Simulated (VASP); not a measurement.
# Pd (Fm-3m) in VASP: notebook

Runs on Pd. Level: BHLYP. Tasks: single point.

Everything below comes from runs of VASP 6.6.1. Logs are shortened: lines on timing, memory, paths and dates and some standing lists are left out, and cuts for length are marked.

### 1 The cell of the first run

It takes space group Fm-3m (No. 225, cubic). The conventional cell has a = 3.867 Å, b = 3.867 Å, c = 3.867 Å, α = 90.00°, β = 90.00°, γ = 90.00°. Pd (site symmetry m-3m) has 12 Pd at 2.73 Å within 3.6 Å.

### 2 Single point, BHLYP

The input, POSCAR:

```
Pd
1.0
    0.0000000000      1.9334358480      1.9334358480
    1.9334358480      0.0000000000      1.9334358480
    1.9334358480      1.9334358480      0.0000000000
Pd
1
Direct
    0.0000000000      0.0000000000      0.0000000000
```

The input, INCAR.step1:

```
SYSTEM = Pd
PREC     = Accurate       ! precision mode
ENCUT    = 520            ! plane-wave cutoff, eV
EDIFF    = 1E-5           ! SCF threshold, eV
ISMEAR   = -1             ! smearing method
SIGMA    = 0.05           ! smearing width, eV
LREAL    = .False.        ! projectors in reciprocal space
LASPH    = .True.         ! aspherical terms in the spheres
NELM     = 60             ! most SCF steps
ALGO     = Normal         ! electronic algorithm
ISIF     = 2              ! what is computed and relaxed
LWAVE    = .True.         ! write WAVECAR
LCHARG   = .False.        ! write CHGCAR
NBANDS   = 11             ! bands
GGA      = PE             ! functional
```

The input, INCAR.step2:

```
SYSTEM = Pd
PREC     = Accurate       ! precision mode
ENCUT    = 520            ! plane-wave cutoff, eV
EDIFF    = 1E-7           ! SCF threshold, eV
ISMEAR   = -1             ! smearing method
SIGMA    = 0.05           ! smearing width, eV
LREAL    = .False.        ! projectors in reciprocal space
LASPH    = .True.         ! aspherical terms in the spheres
NELM     = 60             ! most SCF steps
ALGO     = Normal         ! electronic algorithm
ISIF     = 2              ! what is computed and relaxed
LWAVE    = .False.        ! write WAVECAR
LCHARG   = .False.        ! write CHGCAR
GGA      = B5             ! functional
LHFCALC  = .True.         ! exact exchange
AEXX     = 0.5            ! exact-exchange fraction
ALDAX    = 0.5          
AGGAX    = 0.5          
AGGAC    = 1.0          
ALDAC    = 0.0          
PRECFOCK = Normal       
NBANDS   = 11             ! bands
ISTART   = 1
```

The input, KPOINTS:

```
Automatic mesh
0
Gamma
  6 6 6
  0 0 0
```

Potentials or basis: VASP PAW PBE potentials, release 64 (Pd).

The run is started by

```console
> cat potpaw_PBE.64/Pd/POTCAR > POTCAR
> cp INCAR.step1 INCAR
> mpirun -np 1 vasp_std > vasp.out
> cp INCAR.step2 INCAR
> mpirun -np 1 vasp_std > vasp.out
```

OUTCAR:

```text
SYSTEM = Pd
   PREC = Accurate
   ENCUT = 520
   EDIFF = 1E-7
   ISMEAR = -1
   LREAL = .False.
   LASPH = .True.
   NELM = 60
   ISIF = 2
   GGA = B5
   LHFCALC = .True.
   AEXX = 0.5
   PRECFOCK = Normal
   ISTART = 1

 ion  position               nearest neighbor table
   1  0.000  0.000  0.000-

  LATTYP: Found a face centered cubic cell.
 ALAT       =     3.8668716960

  Lattice vectors:

 A1 = (   0.0000000000,   1.9334358480,   1.9334358480)
 A2 = (   1.9334358480,   0.0000000000,   1.9334358480)
 A3 = (   1.9334358480,   1.9334358480,   0.0000000000)

Analysis of symmetry for initial positions (statically):
=====================================================================
 Subroutine PRICEL returns:
 Original cell was already a primitive cell.

 Routine SETGRP: Setting up the symmetry group for a
 face centered cubic supercell.

 Subroutine GETGRP returns: Found 48 space group operations
 (whereof 48 operations were pure point group operations)
 out of a pool of 48 trial point group operations.

The static configuration has the point symmetry O_h .

Analysis of symmetry for dynamics (positions and initial velocities):
=====================================================================
 Subroutine PRICEL returns:
 Original cell was already a primitive cell.

 Routine SETGRP: Setting up the symmetry group for a
 face centered cubic supercell.

 Subroutine GETGRP returns: Found 48 space group operations
 (whereof 48 operations were pure point group operations)
 out of a pool of 48 trial point group operations.

The dynamic configuration has the point symmetry O_h .

 Subroutine INISYM returns: Found 48 space group operations
 (whereof 48 operations are pure point group operations),
 and found     1 'primitive' translations

----------------------------------------------------------------------------------------

                                     Primitive cell

  volume of cell :      14.4550

  direct lattice vectors                    reciprocal lattice vectors
     0.000000000  1.933435848  1.933435848    -0.258606977  0.258606977  0.258606977
     1.933435848  0.000000000  1.933435848     0.258606977 -0.258606977  0.258606977
     1.933435848  1.933435848  0.000000000     0.258606977  0.258606977 -0.258606977

  length of vectors
     2.734291198  2.734291198  2.734291198     0.447920423  0.447920423  0.447920423

  position of ions in fractional coordinates (direct lattice)
     0.000000000  0.000000000  0.000000000

  ion indices of the primitive-cell ions
   primitive index   ion index
                 1           1

----------------------------------------------------------------------------------------

 KPOINTS: Automatic mesh

Automatic generation of k-mesh.
 Grid dimensions read from file:
 generate k-points for:    6    6    6

 Generating k-lattice:

  Cartesian coordinates                     Fractional coordinates (reciprocal lattice)
    -0.043101163  0.043101163  0.043101163     0.166666667  0.000000000  0.000000000
     0.043101163 -0.043101163  0.043101163     0.000000000  0.166666667  0.000000000
     0.043101163  0.043101163 -0.043101163     0.000000000  0.000000000  0.166666667

  Length of vectors
     0.074653404  0.074653404  0.074653404

  Shift w.r.t. Gamma in fractional coordinates (k-lattice)
     0.000000000  0.000000000  0.000000000

 Subroutine IBZKPT returns following result:
 ===========================================

 Found     16 irreducible k-points:

 Following reciprocal coordinates:
            Coordinates               Weight
  0.000000  0.000000  0.000000      1.000000
  0.166667  0.000000  0.000000      8.000000
  0.333333  0.000000  0.000000      8.000000
  0.500000  0.000000  0.000000      4.000000
  0.166667  0.166667  0.000000      6.000000
  0.333333  0.166667  0.000000     24.000000
[... 8 lines left out ...]
 -0.333333  0.333333  0.166667     24.000000
 -0.333333  0.500000  0.166667     12.000000
   k-points           NKPTS =     16   k-points in BZ     NKDIM =    216   number of bands    NBANDS=     11
   number of dos      NEDOS =    301   number of ions     NIONS =      1
   total plane-waves  NPLWV =   8000
   dimension x,y,z NGX =    20 NGY =   20 NGZ =   20
   dimension x,y,z NGXF=    40 NGYF=   40 NGZF=   40
   ions per type =               1
   NGX,Y,Z   is equivalent  to a cutoff of  12.16, 12.16, 12.16 a.u.
   NGXF,Y,Z  is equivalent  to a cutoff of  24.32, 24.32, 24.32 a.u.
 SYSTEM =  Pd
   PREC   = accura    normal or accurate (medium, high low for compatibility)
   ISTART =      1    job   : 0-new  1-cont  2-samecut
   ICHARG =      0    charge: 1-file 2-atom 10-const
   ISPIN  =      1    spin polarized calculation?
   LNONCOLLINEAR =      F non collinear calculations
   LSORBIT =      F    spin-orbit coupling
   LASPH  =      T    aspherical Exc in radial PAW
   ENCUT  =  520.0 eV  38.22 Ry    6.18 a.u.   5.08  5.08  5.08*2*pi/ulx,y,z
   NELM   =     60;   NELMIN=  2; NELMDL=  0     # of ELM steps
   EDIFF  = 0.1E-06   stopping-criterion for ELM
   LREAL  =      F    real-space projection
   EDIFFG = 0.1E-05   stopping-criterion for IOM
   NSW    =      0    number of steps for IOM
   IBRION =     -1    ionic relax: 0-MD 1-quasi-New 2-CG
   NFREE  =      0    steps in history (QN), initial steepest desc. (CG)
   ISIF   =      2    stress and relaxation
   ISYM   =      3    0-nonsym 1-usesym 2-fastsym
   POTIM  = 0.5000    time-step for ionic-motion
   TEBEG  =    0.0;   TEEND  =   0.0 temperature during run
   PSTRESS=    0.0 pullay stress
   NELECT =      10.0000    total number of electrons
   NUPDOWN=      -1.0000    fix difference up-down
   EMIN   =  10.00;   EMAX   =-10.00  energy-range for DOS
   EFERMI =   0.00;   METHOD = LEGACY
   ISMEAR =    -1;   SIGMA  =   0.05  broadening in eV -4-tet -1-fermi 0-gaus
   EFERMI_NEDOS =   21; number of points for ismear=-14 and -15
   IALGO  =     38    algorithm
   IMIX   =      1    mixing-type and parameters
     AMIX     =   0.40;   BMIX     =  1.00
     AMIX_MAG =   1.60;   BMIX_MAG =  1.00
  volume/ion in A,a.u.               =      14.46        97.55
  Fermi-wavevector in a.u.,A,eV,Ry     =   1.447888  2.736112 28.522990  2.096381
  Thomas-Fermi vector in A             =   2.565792
   LORBIT       =      0    0 simple, 1 ext, 2 COOP (PROOUT), +10 PAW based schemes
   GGA     = B5    functional components
   LHFCALC =     T    Hartree Fock is set to
   PRECFOCK=normal    Normal, Fast or Accurate (Low or Medium for compatibility)
   ENCUT4O =  -1.0   cutoff for four orbital integrals eV
   NKREDX  =     1    reduce k-point grid by
   NKREDY  =     1    reduce k-point grid by
   NKREDZ  =     1    reduce k-point grid by
   AEXX    =    0.5000 exact exchange contribution
   HFSCREEN=    0.0000 screening length (either q_TF or 0.3 A-1)
   HFSCREENC=   0.0000 screening length for correlation (either q_TF or 0.3 A-1)
   ENCUTFOCK=  -1.0 apply spherical cutoff to Coloumb kernel
   IVDW    =     0    specifies the selected vdW correction
   LEPSILON=     F    determine dielectric tensor
   LRPA    =     F    only Hartree local field effects (RPA)
 non-spin polarized calculation
  energy-cutoff  :      520.00
  volume of cell :       14.46
 maximum number of plane-waves:       397
  NGX = 16; NGY = 16; NGZ = 16

 number of electron      10.0000003 magnetization

 Free energy of the ion-electron system (eV)
  ---------------------------------------------------
  ext. energy  EPLUGINS =         0.00000000
  ---------------------------------------------------
  free energy    TOTEN  =        -7.05201716 eV

  energy without entropy =       -7.04530990  energy(sigma->0) =       -7.04866353

 E-fermi :   9.0187     XC(G=0):  -6.8920

 val. band max:        8.3023321718   @ k =   0.3333   0.1667   0.0000
 cond. band min:       9.0630273785   @ k =   0.5000   0.1667   0.0000
 fundamental gap:      0.7606952067
 Fermi energy:         9.0186624064

 k-point     1 :       0.0000    0.0000    0.0000
  band No.  band energies     occupation
      1       0.5390      2.00000
      2       4.3276      2.00000
      3       4.3276      2.00000
      4       4.3276      2.00000
      5       5.8252      2.00000
      6       5.8252      2.00000
      7      30.6638      0.00000
      8      35.8180      0.00000
      9      35.8180      0.00000
     10      35.8180      0.00000
     11      41.2658      0.00000

 k-point     2 :       0.1667    0.0000    0.0000
  band No.  band energies     occupation
      1       1.6712      2.00000
      2       4.2140      2.00000
      3       4.6254      2.00000
      4       4.6254      2.00000
      5       5.8503      2.00000
      6       5.8503      2.00000
      7      31.0044      0.00000
      8      32.0891      0.00000
      9      37.0399      0.00000
     10      37.0399      0.00000
     11      40.7781      0.00000

 k-point     3 :       0.3333    0.0000    0.0000
  band No.  band energies     occupation
      1       2.0396      2.00000
      2       4.3322      2.00000
      3       4.3322      2.00000
      4       7.1153      2.00000
      5       7.1153      2.00000
      6       7.3054      2.00000
      7      24.9240      0.00000
      8      31.0119      0.00000
      9      37.0881      0.00000
     10      37.0881      0.00000
     11      40.7322      0.00000
[... 155 lines left out ...]
 k-point    15 :      -0.3333    0.3333    0.1667
  band No.  band energies     occupation
      1       2.8307      2.00000
      2       3.3769      2.00000
      3       4.5439      2.00000
      4       5.7588      2.00000
      5       8.2656      2.00000
      6      18.9811      0.00000
      7      20.6607      0.00000
      8      27.3013      0.00000
      9      27.6759      0.00000
     10      36.8021      0.00000
     11      40.7238      0.00000

 k-point    16 :      -0.3333    0.5000    0.1667
  band No.  band energies     occupation
      1       2.0411      2.00000
      2       2.7001      2.00000
      3       5.7926      2.00000
      4       6.4052      2.00000
      5      10.2104      0.00000
      6      19.3140      0.00000
      7      23.8999      0.00000
      8      24.2791      0.00000
      9      25.1493      0.00000
     10      37.9497      0.00000
     11      40.8027      0.00000

------------------------ aborting loop because EDIFF is reached ----------------------------------------

  FORCE on cell =-STRESS in cart. coord.  units (eV):
  Direction    XX          YY          ZZ          XY          YZ          ZX
  --------------------------------------------------------------------------------------
  -------------------------------------------------------------------------------------
  Total        1.0628201      1.0628201      1.0628201      0.0000000      0.0000000      0.0000000
  in kB      117.8015667    117.8015667    117.8015667      0.0000000      0.0000000      0.0000000
  external PRESSURE =     117.8015667 kB  Pullay stress =       0.0000000 kB

 VOLUME and BASIS-vectors are now :
 -----------------------------------------------------------------------------
  energy-cutoff  :      520.00
  volume of cell :       14.46
      direct lattice vectors                 reciprocal lattice vectors
     0.000000000  1.933435848  1.933435848    -0.258606977  0.258606977  0.258606977
     1.933435848  0.000000000  1.933435848     0.258606977 -0.258606977  0.258606977
     1.933435848  1.933435848  0.000000000     0.258606977  0.258606977 -0.258606977

 POSITION                                       TOTAL-FORCE (eV/Angst)
 -----------------------------------------------------------------------------------
      0.00000      0.00000      0.00000         0.000000      0.000000      0.000000
 -----------------------------------------------------------------------------------
    total drift:                                0.000000      0.000000      0.000000

  FREE ENERGIE OF THE ION-ELECTRON SYSTEM (eV)
  ---------------------------------------------------
  free  energy   TOTEN  =        -7.0520171626 eV

  energy  without entropy=       -7.0453098978  energy(sigma->0) =       -7.04866353
```

It took 9.5 min on 1 thread of Intel Xeon Platinum 8259CL at 2.50GHz (Skylake/Cascade Lake), shared host; peak memory 0.14 GiB.

What came out:

```
Free energy            : -7.0520 eV
Pressure               : 11.8 GPa
Band gap on the k mesh : zero (bands 5 and 6 overlap by 4.54 eV)
```

Caveat: the k points lie up to 0.47 Å⁻¹ apart, too coarse for converged energies and pressures of a metal; the PAW data sets were made with another functional, which shifts forces and pressure a little.

### 3 Single point, BHLYP

This run uses another cell than the first one, of 14.75 Å³/atom.

The input, POSCAR:

```
Pd
1.0
    0.0000000000      1.9465000000      1.9465000000
    1.9465000000      0.0000000000      1.9465000000
    1.9465000000      1.9465000000      0.0000000000
Pd
1
Direct
    0.0000000000      0.0000000000      0.0000000000
```

The input, INCAR.step1:

```
PREC = Accurate
ENCUT = 520
EDIFF = 1E-5
ISMEAR = -1
SIGMA = 0.05
LREAL = F
LASPH = T
NELM = 100
ALGO = Normal
ISIF = 2
LWAVE = T
LCHARG = F
NBANDS = 11
GGA = PE
```

The input, INCAR.step2:

```
PREC = Accurate
ENCUT = 520
EDIFF = 1E-7
ISMEAR = -1
SIGMA = 0.05
LREAL = F
LASPH = T
NELM = 100
ALGO = Normal
ISIF = 2
LWAVE = F
LCHARG = F
GGA = B5
LHFCALC = T
AEXX = 0.5
ALDAX = 0.5
AGGAX = 0.5
AGGAC = 1.0
ALDAC = 0.0
PRECFOCK = Normal
NBANDS = 11
ISTART = 1
```

The input, KPOINTS:

```
Automatic mesh
0
Gamma
  6 6 6
```

Potentials or basis: VASP PAW PBE potentials, release 64 (Pd).

The run is started by

```console
> cat potpaw_PBE.64/Pd/POTCAR > POTCAR
> cp INCAR.step1 INCAR
> mpirun -np 1 vasp_std > vasp.out
> cp INCAR.step2 INCAR
> mpirun -np 1 vasp_std > vasp.out
```

Wall time 8.4 min (1 thread of Intel Xeon Platinum 8259CL at 2.50GHz (Skylake/Cascade Lake), shared host); peak memory 0.13 GiB.

Results (log left out):

```yaml
Free_energy: -7.0700 eV
Pressure: 7.5 GPa
Band_gap_on_the_k_mesh: zero (bands 5 and 6 overlap by 4.47 eV)
```

Levels at points of the mesh, in eV from the Fermi level:
```csv
k point,band 3,band 4,band 5,band 6,band 7,band 8
"(0.00, 0.00, 0.00)",-4.57,-4.57,-3.14,-3.14,21.63,26.66
"(0.50, 0.00, 0.00)",-4.83,-0.91,-0.91,3.46,11.14,20.90
"(0.50, 0.50, 0.00)",-1.58,1.33,1.33,6.35,14.93,17.41
```

Caveat: the k points lie up to 0.47 Å⁻¹ apart, too coarse for converged energies and pressures of a metal; the PAW data sets were made with another functional, which shifts forces and pressure a little.

### 4 Single point, BHLYP

This run uses another cell than the first one, of 15.05 Å³/atom.

The input, POSCAR:

```
Pd
1.0
    0.0000000000      1.9593911042      1.9593911042
    1.9593911042      0.0000000000      1.9593911042
    1.9593911042      1.9593911042      0.0000000000
Pd
1
Direct
    0.0000000000      0.0000000000      0.0000000000
```

INCAR.step1: that of step 3 with these lines changed.

```diff
@@ -7,3 +7,3 @@
 LASPH = T
-NELM = 100
+NELM = 60
 ALGO = Normal
@@ -12,3 +12,3 @@
 LCHARG = F
+GGA = PE
 NBANDS = 11
-GGA = PE
```

The input, INCAR.step2:

```
PREC = Accurate
ENCUT = 520
EDIFF = 1E-6
ISMEAR = -1
SIGMA = 0.05
LREAL = F
LASPH = T
NELM = 60
ALGO = Normal
ISIF = 2
LWAVE = F
LCHARG = F
GGA = B5
LHFCALC = T
AEXX = 0.5
ALDAX = 0.5
AGGAX = 0.5
AGGAC = 1.0
ALDAC = 0.0
PRECFOCK = Normal
ISTART = 1
NBANDS = 11
```

The input, KPOINTS:

```
regular mesh
0
Gamma
  6 6 6
```

The run is started by

```console
> cat potpaw_PBE.64/Pd/POTCAR > POTCAR
> cp INCAR.step1 INCAR
> mpirun -np 1 vasp_std > vasp.out
> cp INCAR.step2 INCAR
> mpirun -np 1 vasp_std > vasp.out
```

Run time: 7.8 min. Hardware: 1 thread of Intel Xeon Platinum 8259CL at 2.50GHz (Skylake/Cascade Lake), shared host; peak memory 0.14 GiB.

Results (log left out):

- Free energy: -7.0805 eV
- Pressure: 3.7 GPa
- Band gap on the k mesh: zero (bands 5 and 6 overlap by 4.40 eV)

Levels at points of the mesh, in eV from the Fermi level:
```
           k point  band 2  band 3  band 4  band 5  band 6  band 7  band 8  band 9
(0.00, 0.00, 0.00)   -4.45   -4.45   -4.45   -3.08   -3.08   21.61   26.52   26.52
(0.50, 0.00, 0.00)   -4.72   -4.72   -0.90   -0.90    3.53   10.97   20.87   25.69
(0.50, 0.50, 0.00)   -6.96   -1.57    1.32    1.32    6.36   14.71   17.30   17.30
```

Caveat: the k points lie up to 0.46 Å⁻¹ apart, too coarse for converged energies and pressures of a metal; the PAW data sets were made with another functional, which shifts forces and pressure a little.

### 5 The runs side by side

| cell | gap on the mesh (eV) | pressure (GPa) |
| --- | --- | --- |
| a = 2.734 Å, angles 60.0°, 1 atom | none | 11.8 |
| a = 2.753 Å, angles 60.0°, 1 atom | none | 7.5 |
| a = 2.771 Å, angles 60.0°, 1 atom | none | 3.7 |

Alike in all rows: task single point; level BHLYP; potentials or basis VASP PAW PBE potentials, release 64 (Pd); no spin polarisation; k mesh 6 × 6 × 6; cutoff (eV) 520; smearing fermi-dirac 0.05 eV.

Caveats: all runs use coarse meshes; the PAW data sets were made with another functional, which shifts forces and pressure a little.

Total energies depend on the potentials used, so only differences within one code and one set of settings carry meaning.

The gap in the log of VASP goes by the Fermi energy; the results here count the filled bands.